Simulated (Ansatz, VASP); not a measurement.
**CdS in VASP and in Ansatz**

```
Cd S
1.0
     0.00000    2.89693    2.89693
     2.89693    0.00000    2.89693
     2.89693    2.89693    0.00000
Cd S
1 1
Direct
  0.00000 0.00000 0.00000
  0.75000 0.75000 0.75000
```

Alike in both runs: task single point; functional PBE; k mesh 8 × 8 × 8; occupations fermi-dirac, width 0.05 eV; non-collinear spin, spin-orbit coupling.

|  | VASP | Ansatz |
| --- | --- | --- |
| version | VASP 6.6.1 | Ansatz 0.2.0 |
| potentials or method | VASP PAW PBE potentials, release 64 (Cd, S) | Ansatz PAW |
| plane-wave cutoff (eV) | 520 | 420 |
| valence electrons in the cell | 18 | 26 |

```csv
,VASP,Ansatz,Ansatz less VASP
pressure (GPa),4.6,4.2,-0.42
net moment per atom (μB),0.00,0.00,0.000
```

VASP's potentials hold 18 valence electrons a cell and Ansatz's 26, so a difference there can come from the potentials and not from the codes.
